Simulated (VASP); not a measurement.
# Ag: single point with PBEsol

Ag:

```
CELL_PARAMETERS angstrom
2.86699 0.00000 0.00000
-1.43350 2.48289 0.00000
0.00000 0.00000 4.83156
ATOMIC_POSITIONS crystal
Ag 0.33333 0.66667 0.25000
Ag 0.66667 0.33333 0.75000
```

This cell differs from its parent crystal: strain along c alone, the other axes held: +3.0 %.

```json
{
  "Program": "VASP 6.6.1",
  "Task": "single point",
  "Functional": "PBEsol",
  "Potentials or basis": "VASP PAW PBE potentials, release 64 (Ag)",
  "Cutoff": "520 eV",
  "k mesh": "24 × 24 × 12",
  "Occupations": "gaussian, width 0.1 eV",
  "Spin": "no spin polarisation",
  "Dipole correction": "no",
  "Further INCAR settings": "ALGO = Fast; EDIFF = 1e-06; NBANDS = 18"
}
```

The pressure is -3.4 GPa. The band gap on the k mesh is zero (bands 11 and 12 overlap by 7.54 eV).

Stress tensor (GPa, compression positive):
```
-2.54  0.00  0.00
 0.00 -2.54  0.00
 0.00  0.00 -5.13
```

Levels at points of the mesh, in eV from the Fermi level:
```csv
k point,band 8,band 9,band 10,band 11,band 12,band 13,band 14,band 15
"(0.00, 0.00, 0.00)",-3.98,-3.98,-3.09,-3.09,-0.69,3.08,15.80,16.86
"(0.50, 0.00, 0.00)",-2.95,-2.88,-2.76,0.14,1.61,6.60,6.91,9.07
"(0.00, 0.00, 0.50)",-4.61,-3.39,-3.39,-3.39,-3.39,10.35,10.35,16.16
"(0.50, 0.00, 0.50)",-3.14,-2.81,-2.81,0.73,0.73,4.57,4.57,13.58
```

It took 6.6 min on 1 thread of AMD EPYC 7571 (shared host), peak memory 0.29 GiB.

Caveat: the cell differs from its parent crystal (strain along c alone, the other axes held: +3.0 %); the cell stands under tension; the PAW data sets were made with another functional, which shifts forces and pressure a little.
